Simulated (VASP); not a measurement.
# BN (F-43m) in VASP: a series of runs

BN is run at these levels: PBE; tasks: relaxation of cell and atoms, single point.

All numbers are computed with VASP 6.6.1; they aren't measurements. Logs are shortened: lines on timing, memory, paths and dates and some standing lists are left out, and cuts for length are marked.

### 1 The cell of the first run

Symmetry: F-43m, No. 216, cubic system. Conventional cell: a = 3.625 Å, b = 3.625 Å, c = 3.625 Å, α = 90.00°, β = 90.00°, γ = 90.00°. Within 2.1 Å of B (site symmetry -43m) lie 4 N at 1.57 Å. Within 2.1 Å of N (site symmetry -43m) lie 4 B at 1.57 Å.

### 2 Relaxation of cell and atoms, PBE, target pressure 20 GPa, at which the enthalpy is minimised

File INCAR:

```
SYSTEM = BN
ALGO = Normal
EDIFF = 1E-7
EDIFFG = -0.001
ENCUT = 600
GGA = PE
GGA_COMPAT = .FALSE.
IBRION = 2
ISIF = 3
ISMEAR = 0
LASPH = .TRUE.
LCHARG = .FALSE.
LREAL = .FALSE.
LWAVE = .FALSE.
NELM = 120
NELMIN = 4
NSW = 80
PREC = Accurate
PSTRESS = 200.0
SIGMA = 0.01
```

File KPOINTS:

```
k-points
0
G
  12 12 12
  0 0 0
```

File POSCAR:

```
BN
1.0
    0.0000000000      1.8123386232      1.8123386232
    1.8123386232      0.0000000000      1.8123386232
    1.8123386232      1.8123386232      0.0000000000
B N
1 1
Direct
    0.0000000000      0.0000000000      0.0000000000
    0.7500000000      0.7500000000      0.7500000000
```

Potentials or basis: VASP PAW PBE potentials, release 64 (B, N).

Started as:

```sh
$ cat potpaw_PBE.64/B/POTCAR potpaw_PBE.64/N/POTCAR > POTCAR
$ mpirun -np 1 vasp_std > vasp.out
```

OUTCAR:

```text
SYSTEM = BN
   EDIFF = 1E-7
   EDIFFG = -0.001
   ENCUT = 600
   GGA = PE
   IBRION = 2
   ISIF = 3
   ISMEAR = 0
   LASPH = .TRUE.
   LREAL = .FALSE.
   NELM = 120
   NELMIN = 4
   NSW = 80
   PREC = Accurate
   PSTRESS = 200.0

 ion  position               nearest neighbor table
   1  0.000  0.000  0.000-   2 1.57   2 1.57   2 1.57   2 1.57
   2  0.750  0.750  0.750-   1 1.57   1 1.57   1 1.57   1 1.57

  LATTYP: Found a face centered cubic cell.
 ALAT       =     3.6246772464

  Lattice vectors:

 A1 = (   0.0000000000,   1.8123386232,   1.8123386232)
 A2 = (   1.8123386232,   0.0000000000,   1.8123386232)
 A3 = (   1.8123386232,   1.8123386232,   0.0000000000)

Analysis of symmetry for initial positions (statically):
=====================================================================
 Subroutine PRICEL returns:
 Original cell was already a primitive cell.

 Routine SETGRP: Setting up the symmetry group for a
 face centered cubic supercell.

 Subroutine GETGRP returns: Found 24 space group operations
 (whereof 24 operations were pure point group operations)
 out of a pool of 48 trial point group operations.

The static configuration has the point symmetry T_d .

Analysis of symmetry for dynamics (positions and initial velocities):
=====================================================================
 Subroutine PRICEL returns:
 Original cell was already a primitive cell.

 Routine SETGRP: Setting up the symmetry group for a
 face centered cubic supercell.

 Subroutine GETGRP returns: Found 24 space group operations
 (whereof 24 operations were pure point group operations)
 out of a pool of 48 trial point group operations.

The dynamic configuration has the point symmetry T_d .

 Subroutine INISYM returns: Found 24 space group operations
 (whereof 24 operations are pure point group operations),
 and found     1 'primitive' translations

----------------------------------------------------------------------------------------

                                     Primitive cell

  volume of cell :      11.9055

  direct lattice vectors                    reciprocal lattice vectors
     0.000000000  1.812338623  1.812338623    -0.275886633  0.275886633  0.275886633
     1.812338623  0.000000000  1.812338623     0.275886633 -0.275886633  0.275886633
     1.812338623  1.812338623  0.000000000     0.275886633  0.275886633 -0.275886633

  length of vectors
     2.563033861  2.563033861  2.563033861     0.477849665  0.477849665  0.477849665

  position of ions in fractional coordinates (direct lattice)
     0.000000000  0.000000000  0.000000000
     0.750000000  0.750000000  0.750000000

  ion indices of the primitive-cell ions
   primitive index   ion index
                 1           1
                 2           2

----------------------------------------------------------------------------------------

 KPOINTS: k-points

Automatic generation of k-mesh.
 Grid dimensions read from file:
 generate k-points for:   12   12   12

 Generating k-lattice:

  Cartesian coordinates                     Fractional coordinates (reciprocal lattice)
    -0.022990553  0.022990553  0.022990553     0.083333333  0.000000000  0.000000000
     0.022990553 -0.022990553  0.022990553     0.000000000  0.083333333  0.000000000
     0.022990553  0.022990553 -0.022990553     0.000000000  0.000000000  0.083333333

  Length of vectors
     0.039820805  0.039820805  0.039820805

  Shift w.r.t. Gamma in fractional coordinates (k-lattice)
     0.000000000  0.000000000  0.000000000

 Subroutine IBZKPT returns following result:
 ===========================================

 Found     72 irreducible k-points:

 Following reciprocal coordinates:
            Coordinates               Weight
  0.000000  0.000000  0.000000      1.000000
  0.083333  0.000000  0.000000      8.000000
  0.166667  0.000000  0.000000      8.000000
  0.250000  0.000000  0.000000      8.000000
  0.333333  0.000000  0.000000      8.000000
  0.416667  0.000000  0.000000      8.000000
[... 16 lines left out ...]
  0.500000  0.166667  0.000000     24.000000
 -0.416667  0.166667  0.000000     24.000000
 [... further k-points ...]
   k-points           NKPTS =     72   k-points in BZ     NKDIM =     72   number of bands    NBANDS=      8
   number of dos      NEDOS =    301   number of ions     NIONS =      2
   total plane-waves  NPLWV =   8000
   dimension x,y,z NGX =    20 NGY =   20 NGZ =   20
   dimension x,y,z NGXF=    40 NGYF=   40 NGZF=   40
   ions per type =               1   1
   NGX,Y,Z   is equivalent  to a cutoff of  12.97, 12.97, 12.97 a.u.
   NGXF,Y,Z  is equivalent  to a cutoff of  25.95, 25.95, 25.95 a.u.
 SYSTEM =  BN
   PREC   = accura    normal or accurate (medium, high low for compatibility)
   ISTART =      0    job   : 0-new  1-cont  2-samecut
   ICHARG =      2    charge: 1-file 2-atom 10-const
   ISPIN  =      1    spin polarized calculation?
   LNONCOLLINEAR =      F non collinear calculations
   LSORBIT =      F    spin-orbit coupling
   LASPH  =      T    aspherical Exc in radial PAW
   ENCUT  =  600.0 eV  44.10 Ry    6.64 a.u.   5.12  5.12  5.12*2*pi/ulx,y,z
   NELM   =    120;   NELMIN=  4; NELMDL= -5     # of ELM steps
   EDIFF  = 0.1E-06   stopping-criterion for ELM
   LREAL  =      F    real-space projection
   EDIFFG = -.1E-02   stopping-criterion for IOM
   NSW    =     80    number of steps for IOM
   IBRION =      2    ionic relax: 0-MD 1-quasi-New 2-CG
   NFREE  =      1    steps in history (QN), initial steepest desc. (CG)
   ISIF   =      3    stress and relaxation
   ISYM   =      2    0-nonsym 1-usesym 2-fastsym
   POTIM  = 0.5000    time-step for ionic-motion
   TEBEG  =    0.0;   TEEND  =   0.0 temperature during run
   PSTRESS=  200.0 pullay stress
   NELECT =       8.0000    total number of electrons
   NUPDOWN=      -1.0000    fix difference up-down
   EMIN   =  10.00;   EMAX   =-10.00  energy-range for DOS
   EFERMI =   0.00;   METHOD = LEGACY
   ISMEAR =     0;   SIGMA  =   0.01  broadening in eV -4-tet -1-fermi 0-gaus
   EFERMI_NEDOS =   21; number of points for ismear=-14 and -15
   IALGO  =     38    algorithm
   IMIX   =      4    mixing-type and parameters
     AMIX     =   0.40;   BMIX     =  1.00
     AMIX_MAG =   1.60;   BMIX_MAG =  1.00
  volume/ion in A,a.u.               =       5.95        40.17
  Fermi-wavevector in a.u.,A,eV,Ry     =   1.433911  2.709699 27.974943  2.056100
  Thomas-Fermi vector in A             =   2.553377
   LORBIT       =      0    0 simple, 1 ext, 2 COOP (PROOUT), +10 PAW based schemes
   GGA     = PE    functional components
   LHFCALC =     F    Hartree Fock is set to
   AEXX    =    0.0000 exact exchange contribution
   IVDW    =     0    specifies the selected vdW correction
   LEPSILON=     F    determine dielectric tensor
   LRPA    =     F    only Hartree local field effects (RPA)
 conjugate gradient relaxation of ions
 non-spin polarized calculation
 Gauss-broadening in eV      SIGMA  =   0.01
  energy-cutoff  :      600.00
  volume of cell :       11.91
 maximum number of plane-waves:       415
   NGX = 11   NGY = 11   NGZ = 11

--------------------------------------- Ionic step        1  -------------------------------------------

 number of electron       7.9999999 magnetization

 Free energy of the ion-electron system (eV)
  ---------------------------------------------------
  ext. energy  EPLUGINS =         0.00000000
  ---------------------------------------------------
  free energy    TOTEN  =       -17.45462955 eV

  energy without entropy =      -17.45462955  energy(sigma->0) =      -17.45462955

------------------------ aborting loop because EDIFF is reached ----------------------------------------

  FORCE on cell =-STRESS in cart. coord.  units (eV):
  Direction    XX          YY          ZZ          XY          YZ          ZX
  --------------------------------------------------------------------------------------
  -------------------------------------------------------------------------------------
  Total       -0.0028733     -0.0028733     -0.0028733      0.0000000      0.0000000     -0.0000000
  in kB       -0.3866681     -0.3866681     -0.3866681      0.0000000      0.0000000     -0.0000000
  external PRESSURE =    -200.3866681 kB  Pullay stress =     200.0000000 kB
[... 175 lines left out ...]
  enthalpy is  TOTEN    =       -16.0054530025 eV   P V=        1.4155266319

--------------------------------------- Ionic step        6  -------------------------------------------

 number of electron       7.9999998 magnetization

 Free energy of the ion-electron system (eV)
  ---------------------------------------------------
  ext. energy  EPLUGINS =         0.00000000
  ---------------------------------------------------
  free energy    TOTEN  =       -17.42050097 eV

  energy without entropy =      -17.42050097  energy(sigma->0) =      -17.42050097

 E-fermi :   8.0124     XC(G=0): -13.0259

 val. band max:        7.9163476381   @ k =   0.0000   0.0000   0.0000
 cond. band min:      12.4181167073   @ k =   0.5000   0.5000   0.0000
 fundamental gap:      4.5017690693
 Fermi energy:         8.0124444624

 k-point     1 :       0.0000    0.0000    0.0000
  band No.  band energies     occupation
      1     -12.7886      2.00000
      2       7.9163      2.00000
      3       7.9163      2.00000
      4       7.9163      2.00000
      5      16.9316      0.00000
      6      16.9316      0.00000
      7      16.9316      0.00000
      8      18.9423      0.00000
[... 243 lines left out ...]
 k-point    24 :      -0.4167    0.1667    0.0000
  band No.  band energies     occupation
      1      -7.9969      2.00000
      2      -2.4398      2.00000
      3       3.6537      2.00000
      4       5.2409      2.00000
      5      17.4343      0.00000
      6      20.4696      0.00000
      7      20.6441      0.00000
      8      24.1478      0.00000

 [... further k-points ...]
[... 5 lines left out ...]
  --------------------------------------------------------------------------------------
  -------------------------------------------------------------------------------------
  Total        1.4149070      1.4149070      1.4149070     -0.0000000      0.0000000      0.0000000
  in kB      199.9803557    199.9803557    199.9803557     -0.0000000      0.0000000      0.0000000
  external PRESSURE =      -0.0196443 kB  Pullay stress =     200.0000000 kB
[... 17 lines left out ...]
  FREE ENERGIE OF THE ION-ELECTRON SYSTEM (eV)
  ---------------------------------------------------
  free  energy   TOTEN  =       -17.4205009707 eV

  energy  without entropy=      -17.4205009707  energy(sigma->0) =      -17.42050097

  enthalpy is  TOTEN    =       -16.0054549521 eV   P V=        1.4150460186

 reached required accuracy - stopping structural energy minimisation
```

It took 16 s on 1 thread of Intel Xeon Platinum 8375C at 2.90GHz (Ice Lake), shared host; peak memory 0.12 GiB.

What came out:

```yaml
Free_energy: -17.4205 eV
Relaxed_volume: 5.67 Å³/atom
Relaxed_cell: a = 2.521 Å, b = 2.521 Å, c = 2.521 Å, α = 60.00°, β = 60.00°, γ = 60.00°
Space_group_after_relaxing_to_0.05_Å: F-43m (No. 216)
Energy_change_on_relaxing_the_enthalpy_is_what_falls: +17.1 meV/atom
Ionic_steps: 6
Pressure_after_relaxing: 20.0 GPa
Band_gap_on_the_k_mesh: 4.50 eV, indirect (least direct gap 9.02 eV)
```

Step by step:
```csv
step,energy change (eV),largest force (eV/Å),pressure (GPa),volume (Å³)
1,0.0000,0.0000,-0.04,11.91
2,0.1773,0.0000,50.08,10.67
3,0.0332,0.0000,19.71,11.34
4,0.0346,0.0000,20.15,11.33
5,0.0336,0.0000,19.85,11.34
6,0.0341,0.0000,20.00,11.34
```

Final structure:
```xyz
2
Lattice="0.0000 1.7830 1.7830 1.7830 0.0000 1.7830 1.7830 1.7830 0.0000" Properties=species:S:1:pos:R:3 pbc="T T T"
B     0.0000    0.0000    0.0000
N     2.6744    2.6744    2.6744
```

Levels at points of the mesh, in eV from the valence-band top:
```tsv
k point	band 1	band 2	band 3	band 4	band 5	band 6	band 7	band 8
(0.00, 0.00, 0.00)	-20.70	0.00	0.00	0.00	9.02	9.02	9.02	11.03
(0.50, 0.00, 0.00)	-16.29	-11.07	-2.02	-2.02	10.69	10.93	10.93	15.68
(0.50, 0.50, 0.00)	-14.87	-9.19	-5.11	-5.11	4.50	9.46	18.56	18.56
```

Caveat: the cell is relaxed towards a set pressure, so the enthalpy falls and the energy may rise.

(Continued in part 2 of 2.)
